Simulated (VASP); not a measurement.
# HfC (F-43m) in VASP: a series of runs, part 2 of 2

VASP 6.6.1. Earlier steps stand in the parts before.

## (3) Single point, PBE (volume scaled by 0.980)

INCAR

```
SYSTEM = HfC
PREC     = Accurate       ! precision mode
ENCUT    = 520            ! plane-wave cutoff, eV
EDIFF    = 1E-6           ! SCF threshold, eV
ISMEAR   = 0              ! smearing method
SIGMA    = 0.05           ! smearing width, eV
LREAL    = .FALSE.        ! projectors in reciprocal space
LASPH    = .TRUE.         ! aspherical terms in the spheres
NELM     = 60             ! most SCF steps
ALGO     = Normal         ! electronic algorithm
ISIF     = 2              ! what is computed and relaxed
LWAVE    = .FALSE.        ! write WAVECAR
LCHARG   = .FALSE.        ! write CHGCAR
GGA      = PE             ! functional
NBANDS   = 14             ! bands
```

KPOINTS

```
Automatic mesh
0
G
  12 12 12
  0 0 0
```

POSCAR

```
HfC
1.0
    0.0000000000      2.5051798249      2.5051798249
    2.5051798249      0.0000000000      2.5051798249
    2.5051798249      2.5051798249      0.0000000000
Hf C
1 1
Direct
    0.0000000000      0.0000000000      0.0000000000
    0.2500000000      0.2500000000      0.2500000000
```

Potentials or basis: VASP PAW PBE potentials, release 64 (Hf_pv, C).

The run is started by

```bash
$ cat potpaw_PBE.64/Hf_pv/POTCAR potpaw_PBE.64/C/POTCAR > POTCAR
$ mpirun -np 1 vasp_std > vasp.out
```

OUTCAR:

```text
SYSTEM = HfC
   PREC = Accurate
   ENCUT = 520
   EDIFF = 1E-6
   ISMEAR = 0
   LREAL = .FALSE.
   LASPH = .TRUE.
   NELM = 60
   ISIF = 2
   GGA = PE

 ion  position               nearest neighbor table
   1  0.000  0.000  0.000-   2 2.17   2 2.17   2 2.17   2 2.17
   2  0.250  0.250  0.250-   1 2.17   1 2.17   1 2.17   1 2.17

  LATTYP: Found a face centered cubic cell.
 ALAT       =     5.0103596498

  Lattice vectors:

 A1 = (   0.0000000000,   2.5051798249,   2.5051798249)
 A2 = (   2.5051798249,   0.0000000000,   2.5051798249)
 A3 = (   2.5051798249,   2.5051798249,   0.0000000000)
[... 584 lines left out ...]
     10       8.4061      0.00000
     11      11.4551      0.00000
     12      11.6344      0.00000
     13      12.0542      0.00000
     14      16.0694      0.00000

 [... further k-points ...]
[... 5 lines left out ...]
  --------------------------------------------------------------------------------------
  -------------------------------------------------------------------------------------
  Total        0.5759004      0.5759004      0.5759004      0.0000000      0.0000000     -0.0000000
  in kB       29.3434566     29.3434566     29.3434566      0.0000000      0.0000000     -0.0000000
  external PRESSURE =      29.3434566 kB  Pullay stress =       0.0000000 kB

 VOLUME and BASIS-vectors are now :
 -----------------------------------------------------------------------------
  energy-cutoff  :      520.00
  volume of cell :       31.44
      direct lattice vectors                 reciprocal lattice vectors
     0.000000000  2.505179825  2.505179825    -0.199586471  0.199586471  0.199586471
     2.505179825  0.000000000  2.505179825     0.199586471 -0.199586471  0.199586471
     2.505179825  2.505179825  0.000000000     0.199586471  0.199586471 -0.199586471

 POSITION                                       TOTAL-FORCE (eV/Angst)
 -----------------------------------------------------------------------------------
      0.00000      0.00000      0.00000        -0.000000     -0.000000     -0.000000
      1.25259      1.25259      1.25259         0.000000      0.000000      0.000000
 -----------------------------------------------------------------------------------
    total drift:                               -0.000000     -0.000000     -0.000000

  FREE ENERGIE OF THE ION-ELECTRON SYSTEM (eV)
  ---------------------------------------------------
  free  energy   TOTEN  =       -19.7515083478 eV

  energy  without entropy=      -19.7515081536  energy(sigma->0) =      -19.75150825
```

OSZICAR:

```text
N       E                     dE             d eps       ncg     rms          rms(c)
DAV:   1     0.289728900561E+02    0.28973E+02   -0.73042E+03  2024   0.929E+02
DAV:   2    -0.221308190156E+02   -0.51104E+02   -0.47371E+02  2690   0.198E+02
DAV:   3    -0.241887995731E+02   -0.20580E+01   -0.20495E+01  2346   0.304E+01
DAV:   4    -0.242026384771E+02   -0.13839E-01   -0.13837E-01  2408   0.311E+00
DAV:   5    -0.242027829686E+02   -0.14449E-03   -0.14449E-03  2394   0.280E-01    0.523E+01
DAV:   6    -0.197539753942E+02    0.44488E+01   -0.14579E+01  2148   0.212E+01    0.355E+01
DAV:   7    -0.197612092776E+02   -0.72339E-02   -0.72475E-01  2328   0.582E+00    0.231E+01
DAV:   8    -0.197601813799E+02    0.10279E-02   -0.70345E-02  2358   0.200E+00    0.762E+00
DAV:   9    -0.197515064963E+02    0.86749E-02   -0.24366E-02  2184   0.866E-01    0.109E+00
DAV:  10    -0.197514900816E+02    0.16415E-04   -0.10717E-03  2694   0.240E-01    0.315E-01
DAV:  11    -0.197515083279E+02   -0.18246E-04   -0.84358E-05  2190   0.719E-02    0.204E-02
DAV:  12    -0.197515083478E+02   -0.19983E-07   -0.78975E-06  2268   0.228E-02
   1 F= -.19751508E+02 E0= -.19751508E+02  d E =-.194193E-06
```

It took 24 s on 1 thread of Intel Xeon 6975P-C, shared host; peak memory 0.18 GiB.

Results:

* Free energy: -19.7515 eV
* Pressure: 2.9 GPa
* Band gap on the k mesh: 0.27 eV, direct

Levels at points of the mesh, in eV from the valence-band top:
```csv
k point,band 3,band 4,band 5,band 6,band 7,band 8,band 9,band 10,band 11,band 12
"(0.00, 0.00, 0.00)",-29.59,-10.72,-2.33,-2.33,-2.33,3.31,3.64,3.64,9.24,9.24
"(0.50, 0.00, 0.00)",-29.64,-9.03,-3.00,-1.72,-1.72,3.97,4.41,4.41,6.70,7.18
"(0.50, 0.50, 0.00)",-29.72,-8.41,-4.20,-0.07,-0.07,0.47,4.48,5.34,5.92,5.92
```

Caveat: the cell differs from its parent crystal (volume scaled by 0.980); spin-orbit coupling is left out, which moves the levels of the heavy elements. A k mesh can miss the band edges.

## (4) Single point, PBE (volume scaled by 0.960)

INCAR

```
SYSTEM = HfC
ALGO = Normal
EDIFF = 1E-6
ENCUT = 520
GGA = PE
ISIF = 2
ISMEAR = 0
LASPH = .TRUE.
LCHARG = .TRUE.
LELF = .TRUE.
LREAL = .FALSE.
LVHAR = .TRUE.
LWAVE = .FALSE.
NBANDS = 14
NELM = 80
PREC = Accurate
SIGMA = 0.05
```

KPOINTS

```
k-points
0
G
  12 12 12
  0 0 0
```

POSCAR

```
HfC
1.0
    0.0000000000      2.4880205205      2.4880205205
    2.4880205205      0.0000000000      2.4880205205
    2.4880205205      2.4880205205      0.0000000000
Hf C
1 1
Direct
    0.0000000000      0.0000000000      0.0000000000
    0.2500000000      0.2500000000      0.2500000000
```

Potentials or basis: VASP PAW PBE potentials, release 64 (Hf_pv, C).

The run is started by

```bash
$ cat potpaw_PBE.64/Hf_pv/POTCAR potpaw_PBE.64/C/POTCAR > POTCAR
$ mpirun -np 1 vasp_std > vasp.out
```

OUTCAR:

```text
SYSTEM = HfC
   EDIFF = 1E-6
   ENCUT = 520
   GGA = PE
   ISIF = 2
   ISMEAR = 0
   LASPH = .TRUE.
   LREAL = .FALSE.
   NELM = 80
   PREC = Accurate

 ion  position               nearest neighbor table
   1  0.000  0.000  0.000-   2 2.15   2 2.15   2 2.15   2 2.15
   2  0.250  0.250  0.250-   1 2.15   1 2.15   1 2.15   1 2.15

  LATTYP: Found a face centered cubic cell.
 ALAT       =     4.9760410410

  Lattice vectors:

 A1 = (   0.0000000000,   2.4880205205,   2.4880205205)
 A2 = (   2.4880205205,   0.0000000000,   2.4880205205)
 A3 = (   2.4880205205,   2.4880205205,   0.0000000000)
[... 585 lines left out ...]
     10       8.6372      0.00000
     11      11.7543      0.00000
     12      11.9370      0.00000
     13      12.3284      0.00000
     14      16.4230      0.00000

 [... further k-points ...]
[... 5 lines left out ...]
  --------------------------------------------------------------------------------------
  -------------------------------------------------------------------------------------
  Total        1.2620518      1.2620518      1.2620518      0.0000000      0.0000000      0.0000000
  in kB       65.6441291     65.6441291     65.6441291      0.0000000      0.0000000      0.0000000
  external PRESSURE =      65.6441291 kB  Pullay stress =       0.0000000 kB

 VOLUME and BASIS-vectors are now :
 -----------------------------------------------------------------------------
  energy-cutoff  :      520.00
  volume of cell :       30.80
      direct lattice vectors                 reciprocal lattice vectors
     0.000000000  2.488020521  2.488020521    -0.200962973  0.200962973  0.200962973
     2.488020521  0.000000000  2.488020521     0.200962973 -0.200962973  0.200962973
     2.488020521  2.488020521  0.000000000     0.200962973  0.200962973 -0.200962973

 POSITION                                       TOTAL-FORCE (eV/Angst)
 -----------------------------------------------------------------------------------
      0.00000      0.00000      0.00000         0.000000      0.000000      0.000000
      1.24401      1.24401      1.24401        -0.000000     -0.000000     -0.000000
 -----------------------------------------------------------------------------------
    total drift:                               -0.000000     -0.000000     -0.000000

  FREE ENERGIE OF THE ION-ELECTRON SYSTEM (eV)
  ---------------------------------------------------
  free  energy   TOTEN  =       -19.7324550959 eV

  energy  without entropy=      -19.7324545263  energy(sigma->0) =      -19.73245481
```

Run time: 17 s. Hardware: 1 thread of Intel Xeon 6975P-C, shared host; peak memory 0.18 GiB.

Results:

```yaml
Free_energy: -19.7325 eV
Pressure: 6.6 GPa
Band_gap_on_the_k_mesh: 0.25 eV, direct
```

Levels at points of the mesh, in eV from the valence-band top:
```tsv
k point	band 4	band 5	band 6	band 7	band 8	band 9	band 10	band 11
(0.00, 0.00, 0.00)	-10.82	-2.40	-2.40	-2.40	3.39	3.69	3.69	9.37
(0.50, 0.00, 0.00)	-9.08	-3.03	-1.78	-1.78	4.03	4.48	4.48	6.78
(0.50, 0.50, 0.00)	-8.44	-4.30	-0.06	-0.06	0.46	4.58	5.44	6.02
```

Caveat: the cell differs from its parent crystal (volume scaled by 0.960); spin-orbit coupling is left out, which moves the levels of the heavy elements.

## (5) Single point, PBE

This run uses another cell than the first one, of 15.76 Å³/atom, 1.040 times its volume.

INCAR

```
ALGO = Normal
EDIFF = 1E-6
ENCUT = 520
GGA = PE
ISIF = 2
ISMEAR = 0
LASPH = T
LCHARG = F
LREAL = F
LWAVE = F
NBANDS = 14
NELM = 100
PREC = Accurate
SIGMA = 0.05
```

KPOINTS

```
k-points
0
Gamma
  12 12 12
```

POSCAR

```
HfC
1.0
    0.0000000000      2.5073167490      2.5073167490
    2.5073167490      0.0000000000      2.5073167490
    2.5073167490      2.5073167490      0.0000000000
Hf C
1 1
Direct
    0.0000000000      0.0000000000      0.0000000000
    0.2500000000      0.2500000000      0.2500000000
```

The run is started by

```bash
$ cat potpaw_PBE.64/Hf_pv/POTCAR potpaw_PBE.64/C/POTCAR > POTCAR
$ mpirun -np 1 vasp_std > vasp.out
```

It took 22 s on 1 thread of Intel Xeon 6975P-C, shared host; peak memory 0.18 GiB.

It converged, with:

| Quantity | Value |
| --- | --- |
| Free energy | -19.7529 eV |
| Pressure | 2.5 GPa |
| Band gap on the k mesh | 0.27 eV, direct |

Levels at points of the mesh, in eV from the valence-band top:
```csv
k point,band 4,band 5,band 6,band 7,band 8,band 9,band 10,band 11
"(0.00, 0.00, 0.00)",-10.71,-2.32,-2.32,-2.32,3.30,3.64,3.64,9.22
"(0.50, 0.00, 0.00)",-9.02,-3.00,-1.71,-1.71,3.96,4.40,4.40,6.69
"(0.50, 0.50, 0.00)",-8.40,-4.19,-0.07,-0.07,0.47,4.47,5.33,5.90
```

Caveat: spin-orbit coupling is left out, which moves the levels of the heavy elements. A k mesh can miss the band edges.

## (6) Summary

```tsv
cell	gap on the mesh (eV)	pressure (GPa)
a = 3.500 Å, angles 60.0°, 2 atoms	0.24	9.5
a = 3.543 Å, angles 60.0°, 2 atoms	0.27	2.9
a = 3.519 Å, angles 60.0°, 2 atoms	0.25	6.6
a = 3.546 Å, angles 60.0°, 2 atoms	0.27	2.5
```

Alike in all rows: task single point; level PBE; potentials or basis VASP PAW PBE potentials, release 64 (Hf_pv, C); no spin polarisation; k mesh 12 × 12 × 12; cutoff (eV) 520; smearing gaussian 0.05 eV.

Caveats: spin-orbit coupling is left out, which moves the levels of the heavy elements.

Absolute energies hang on the potentials; compare differences alone.
